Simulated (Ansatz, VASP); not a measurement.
## One calculation of B3Rh, two programs

```
B Rh
1.0
     4.03144    0.00000    0.00000
     0.00000    4.03144    0.00000
     0.00000    0.00000    4.03144
B Rh
3 1
Direct
  0.00000 0.50000 0.50000
  0.50000 0.00000 0.50000
  0.50000 0.50000 0.00000
  0.50000 0.50000 0.50000
```

Alike in both runs: functional PBE; k mesh 8 × 8 × 8; occupations gaussian, width 0.02 eV; no spin polarisation.

Ansatz relaxed the structure, and its values are those at the end. VASP's run is a single point on that final structure, the one shown.

|  | VASP | Ansatz |
| --- | --- | --- |
| version | VASP 6.6.1 | Ansatz 0.2.0 |
| potentials or method | VASP PAW PBE potentials, release 64 (B, Rh_pv), cutoff 520 eV | scalar-relativistic, plane waves, PAW |
| valence electrons in the cell | 24 | 26 |

Ansatz gave:

```
gap on the k mesh at the Fermi level (eV) : 0.79
least direct gap on the mesh (eV)         : 0.79
pressure (GPa)                            : 0.0
```

Task: Estimate VASP's values.

Result: gap on the k mesh at the Fermi level (eV): 0.80; least direct gap on the mesh (eV): 0.80; pressure (GPa): 0.0.

VASP's potentials hold 24 valence electrons a cell and Ansatz's 26, so a difference there can come from the potentials and not from the codes.
